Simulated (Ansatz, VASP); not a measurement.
V: VASP beside Ansatz

The input INCAR:

```
ALGO = Normal
EDIFF = 1E-6
EDIFFG = -0.01
ENCUT = 600
GGA = RE
IBRION = 2
ISIF = 3
ISMEAR = -1
ISPIN = 2
IVDW = 12
LASPH = T
LCHARG = F
LMAXMIX = 4
LORBIT = 11
LREAL = F
LWAVE = F
MAGMOM = 2
NELM = 150
NSW = 60
PREC = Accurate
SIGMA = 0.05
```

File KPOINTS:

```
k-points
0
Gamma
  12 12 12
```

POSCAR

```
V
1.0
   -1.5143500000      1.5143500000      1.5143500000
    1.5143500000     -1.5143500000      1.5143500000
    1.5143500000      1.5143500000     -1.5143500000
V
1
Direct
    0.0000000000      0.0000000000      0.0000000000
```

Contents of input.yaml:

```yaml
crystal:
  lattice:
    - [-1.51435, 1.51435, 1.51435]
    - [1.51435, -1.51435, 1.51435]
    - [1.51435, 1.51435, -1.51435]
  atoms:
    - { symbol: V, position: [0.0, 0.0, 0.0], spin: 2.0 }
hamiltonian:
  xc: revpbe
  pseudopotentials: { kind: paw }
  dispersion: d3bj
magnetization:
  spin_polarized: true
kpoints:
  mp_grid: { grid: [12, 12, 12] }
scf:
  occupations: { method: fermi_dirac, width: 0.05 }
output:
  forces: true
  stress: true
relax:
  f_tol: 0.01
  max_steps: 40
  cell: { stress_tol: 0.05 }
```

Alike in both runs: task relaxation of cell and atoms; functional revPBE; dispersion D3(BJ); k mesh 12 × 12 × 12; occupations fermi-dirac, width 0.05 eV; collinear spin.

|  | VASP | Ansatz |
| --- | --- | --- |
| version | VASP 6.6.1 | Ansatz 0.2.0 |
| potentials or method | VASP PAW PBE potentials, release 64 (V_sv) | Ansatz PAW |
| plane-wave cutoff (eV) | 600 | 420 |
| valence electrons in the cell | 13 | 13 |

|  | VASP | Ansatz | Ansatz less VASP |
| --- | --- | --- | --- |
| net moment per atom (μB) | 0.00 | 0.00 | 0.000 |
| relaxed volume (Å³/atom) | 12.52 | 12.51 | -0.014 |
| relaxed cell length with the largest relative difference (Å) | 2.534 | 2.533 | -0.0009 |

VASP's potentials were made for PBE, not for revPBE.

Noted on Ansatz's run: the plane-wave basis is chosen anew once the cell has moved, so the energies of steps on either side of that aren't comparable.
